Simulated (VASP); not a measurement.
CuI, 4 atoms in the cell. The structure is orthorhombic, space group Cmcm (No. 63). The conventional cell has a = 7.007 Å, b = 7.186 Å, c = 4.322 Å, α = 90.00°, β = 90.00°, γ = 90.00°. Cu (site symmetry m2m) has 2 Cu at 2.47 Å and 3 I at 2.57 to 2.60 Å within 3.3 Å. I (site symmetry m2m) has 3 Cu at 2.57 to 2.60 Å within 3.4 Å. 

```yaml
Program: VASP 6.6.1
Task: single point
Functional: r2SCAN
Potentials_or_basis: VASP PAW PBE potentials, release 64 (Cu, I)
Cutoff: 520 eV
k_mesh: 6 × 6 × 6
Occupations: gaussian, width 0.01 eV
Spin: no spin polarisation
Dipole_correction: no
Further_INCAR_settings: ALGO = Normal; EDIFF = 1e-07; NBANDS = 26
```

Potentials or basis: VASP PAW PBE potentials, release 64 (Cu, I).

The run is started by

```console
$ cat potpaw_PBE.64/Cu/POTCAR potpaw_PBE.64/I/POTCAR > POTCAR
$ cp INCAR.step1 INCAR
$ mpirun -np 1 vasp_std > vasp.out
$ cp INCAR.step2 INCAR
$ mpirun -np 1 vasp_std > vasp.out
```

Hardware: 1 thread of Oxide Virtual Turin-like Processor (shared host).

Task: Estimate the wall time of this run.

Result: Wall time 15 min on 1 thread of Oxide Virtual Turin-like Processor, on a shared host, peak memory 0.28 GiB. Counts: k points 52.
